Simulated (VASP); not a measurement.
TlCl, 2 atoms in the cell. Symmetry: Pm-3m, No. 221, cubic system. The conventional cell has a = 3.834 Å, b = 3.834 Å, c = 3.834 Å, α = 90.00°, β = 90.00°, γ = 90.00°. Tl (site symmetry m-3m) has 8 Cl at 3.32 Å and 6 Tl at 3.83 Å within 4.4 Å. Cl (site symmetry m-3m) has 8 Tl at 3.32 Å and 6 Cl at 3.83 Å within 4.4 Å. 

| Quantity | Value |
| --- | --- |
| Program | VASP 6.6.1 |
| Task | single point |
| Functional | PBEsol |
| Potentials or basis | VASP PAW PBE potentials, release 64 (Tl_d, Cl) |
| Cutoff | 500 eV |
| k mesh | 5 × 5 × 5 |
| Occupations | gaussian, width 0.01 eV |
| Spin | no spin polarisation |
| Dipole correction | no |
| Further INCAR settings | ALGO = Normal; EDIFF = 1e-06; NBANDS = 17 |

Potentials or basis: VASP PAW PBE potentials, release 64 (Tl_d, Cl).

Command:

```sh
$ cat potpaw_PBE.64/Tl_d/POTCAR potpaw_PBE.64/Cl/POTCAR > POTCAR
$ mpirun -np 1 vasp_std > vasp.out
```

Hardware: 1 thread of AMD EPYC 7R13, on a shared host.

Question: Estimate the wall time of this run.

Answer: It took 18 s on 1 thread of AMD EPYC 7R13, with other jobs on the host, peak memory 0.13 GiB. Counts: scf iterations 12, k points 10.
